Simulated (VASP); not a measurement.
A run of VASP 6.6.1 is set up as follows.

File INCAR:

```
SYSTEM = ZnCu
ALGO     = Normal         ! electronic algorithm
EDIFF    = 1E-8           ! SCF threshold, eV
ENCUT    = 520            ! plane-wave cutoff, eV
GGA      = PS             ! functional
ISIF     = 2              ! what is computed and relaxed
ISMEAR   = -1             ! smearing method
LASPH    = .TRUE.         ! aspherical terms in the spheres
LCHARG   = .FALSE.        ! write CHGCAR
LEFG     = .TRUE.       
LREAL    = .FALSE.        ! projectors in reciprocal space
LWAVE    = .FALSE.        ! write WAVECAR
NBANDS   = 18             ! bands
NELM     = 80             ! most SCF steps
PREC     = Accurate       ! precision mode
SIGMA    = 0.05           ! smearing width, eV
```

The input KPOINTS:

```
k-points
0
G
  14 14 14
  0 0 0
```

Contents of POSCAR:

```
ZnCu
1.0
    2.9450000000     -0.0147250000     -0.0147250000
   -0.0147250000      2.9450000000     -0.0147250000
   -0.0147250000     -0.0147250000      2.9450000000
Zn Cu
1 1
Direct
    0.5000000000      0.5000000000      0.5000000000
    0.0000000000      0.0000000000      0.0000000000
```

Potentials or basis: VASP PAW PBE potentials, release 64 (Zn, Cu).

Run with:

```console
$ cat potpaw_PBE.64/Zn/POTCAR potpaw_PBE.64/Cu/POTCAR > POTCAR
$ mpirun -np 1 vasp_std > vasp.out
```

(1) Estimate the pressure.

(2) Estimate the band gap on the k mesh.

Results:

(1) -4.0 GPa.

(2) zero (an odd number of electrons rules out a gap without spin polarisation).

Caveat: the cell differs from its parent crystal (equal xy, yz and zx shear strains of -1 %); the cell stands under tension; without QUAD_EFG the Cq values of the log hold for a quadrupole moment of 1 mb, not for the nuclei; the PAW data sets were made with another functional, which shifts forces and pressure a little.
